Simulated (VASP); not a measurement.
Input of a VASP 6.6.1 run:

Contents of POSCAR:

```
PbO2
1.0
    0.0000000000      2.6852230890      2.6852230890
    2.6852230890      0.0000000000      2.6852230890
    2.6852230890      2.6852230890      0.0000000000
Pb O
1 2
Direct
    0.0000000000      0.0000000000      0.0000000000
    0.2500000000      0.2500000000      0.2500000000
    0.7500000000      0.7500000000      0.7500000000
```

INCAR.step1

```
SYSTEM = PbO2
PREC = Accurate
ENCUT = 520
ISMEAR = 0
SIGMA = 0.1
LREAL = .FALSE.
LASPH = .TRUE.
NELM = 100
NBANDS = 20
GGA = PE
ALGO = Normal
EDIFF = 1E-4
LWAVE = .TRUE.
LCHARG = .FALSE.
```

File INCAR.step2:

```
SYSTEM = PbO2
PREC = Accurate
ENCUT = 520
EDIFF = 1E-6
ISMEAR = 0
SIGMA = 0.1
LREAL = .FALSE.
LASPH = .TRUE.
NELM = 100
ALGO = Normal
ISIF = 2
LWAVE = .FALSE.
LCHARG = .TRUE.
METAGGA = R2SCAN
LMIXTAU = .TRUE.
LELF = .TRUE.
LVHAR = .TRUE.
NBANDS = 20
ISTART = 1
```

The input KPOINTS:

```
regular mesh
0
G
  14 14 14
  0 0 0
```

Potentials or basis: VASP PAW PBE potentials, release 64 (Pb_d, O).

The run is started by

```sh
$ cat potpaw_PBE.64/Pb_d/POTCAR potpaw_PBE.64/O/POTCAR > POTCAR
$ cp INCAR.step1 INCAR
$ mpirun -np 1 vasp_std > vasp.out
$ cp INCAR.step2 INCAR
$ mpirun -np 1 vasp_std > vasp.out
```

Problem. Predict the band gap on the k mesh.

Solution. Zero (band 13 reaches 5.54 eV, above the bottom of band 14 at 4.26 eV).

Problem. What does it give for the pressure?

Solution. -3.4 GPa.

Caveat: the PAW data sets were made with another functional, which shifts forces and pressure a little; spin-orbit coupling is left out, which moves the levels of the heavy elements.
